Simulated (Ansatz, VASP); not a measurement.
# Two plane-wave programs on KHf3O2

```
K Hf O
1.0
     4.71366    0.00000    0.00000
    -2.35683    4.08215    0.00000
     0.00000    0.00000    5.85861
K Hf O
1 3 2
Direct
  0.66667 0.33333 0.00000
  0.66667 0.33333 0.50000
  0.00000 0.00000 0.00000
  0.00000 0.00000 0.50000
  0.33333 0.66667 0.22962
  0.33333 0.66667 0.77038
```

Change from the starting cell: species swapped into the Gd2CoNi3 type (P-6m2, No. 187).

Alike in both runs: functional PBE; k mesh 12 × 12 × 6; occupations gaussian, width 0.1 eV; no spin polarisation.

Ansatz relaxed the structure, and its values are those at the end. VASP's run is a single point on that final structure, the one shown.

```csv
,VASP,Ansatz
version,VASP 6.6.1,Ansatz 0.2.0
potentials or method,"VASP PAW PBE potentials, release 64 (K_sv, Hf_pv, O), cutoff 520 eV","scalar-relativistic, plane waves, PAW"
valence electrons in the cell,51,99
```

|  | VASP | Ansatz | Ansatz less VASP |
| --- | --- | --- | --- |
| gap on the k mesh at the Fermi level (eV) | none | none | - |
| pressure (GPa) | -0.4 | 0.0 | +0.39 |

A gap of «none» marks a metal or a gap that the smearing closes. With one functional, cell and mesh, what is left measures potentials, basis and numerics. VASP's potentials hold 51 valence electrons a cell and Ansatz's 99, so a difference there can come from the potentials and not from the codes.

Neither program's run includes spin-orbit coupling.
